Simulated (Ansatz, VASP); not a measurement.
Mo: VASP beside Ansatz

Contents of POSCAR:

```
Mo
1.0
    2.6534450853      0.0000000000      0.0000000000
   -1.3267225426      2.2979508514      0.0000000000
    0.0000000000      0.0000000000      2.5168529895
Mo
1
Direct
    0.0000000000      0.0000000000      0.5000000000
```

INCAR.step1

```
ALGO = Normal
EDIFF = 1E-4
ENCUT = 520
GGA = PE
ISMEAR = 0
LASPH = True
LCHARG = False
LREAL = False
LWAVE = True
NBANDS = 13
NELM = 100
PREC = Accurate
SIGMA = 0.15
```

File INCAR.step2:

```
ALGO = Normal
EDIFF = 1E-6
ENCUT = 520
ISIF = 2
ISMEAR = 0
ISTART = 1
LASPH = True
LCHARG = False
LMIXTAU = True
LREAL = False
LWAVE = False
METAGGA = R2SCAN
NBANDS = 13
NELM = 100
PREC = Accurate
SIGMA = 0.15
```

Contents of KPOINTS:

```
k-points
0
Gamma
  18 18 18
```

Input for Ansatz:

```yaml
crystal:
  lattice:
    - [2.6534450853, 0.0, 0.0]
    - [-1.3267225426, 2.2979508514, 0.0]
    - [0.0, 0.0, 2.5168529895]
  atoms:
    - { symbol: Mo, position: [0.0, 0.0, 0.5] }
basis:
  ecutwfc: 500
kpoints:
  mp_grid: { grid: [18, 18, 18] }
hamiltonian:
  xc: r2scan
scf:
  occupations: { method: gaussian, width: 0.15 }
output:
  forces: true
  stress: true
  eigenvalues: true
  write_density: true
  write_potential: true
  elf: true
  volumetric_format: npy
```

Change from the starting cell: strain -0.030 along x and y, -0.015 along z, atoms carried along.

Alike in both runs: task single point; functional r2SCAN; k mesh 18 × 18 × 18; occupations gaussian, width 0.15 eV; no spin polarisation.

|  | VASP | Ansatz |
| --- | --- | --- |
| version | VASP 6.6.1 | Ansatz 0.2.0 |
| potentials or method | VASP PAW PBE potentials, release 64 (Mo_sv), cutoff 520 eV | scalar-relativistic, plane waves, PAW |
| valence electrons in the cell | 14 | 14 |

VASP gave:

```
gap on the k mesh at the Fermi level (eV)                     : none
pressure (GPa)                                                : 21.9
traceless stress, the component that is largest in VASP (GPa) : -9.00
```

Q: Which values does Ansatz return?

A: gap on the k mesh at the Fermi level (eV): none; pressure (GPa): 20.5; traceless stress, the component that is largest in VASP (GPa): -9.09.

VASP's potentials were made for PBE, not for r2SCAN. A gap of «none» marks a metal or a gap that the smearing closes.
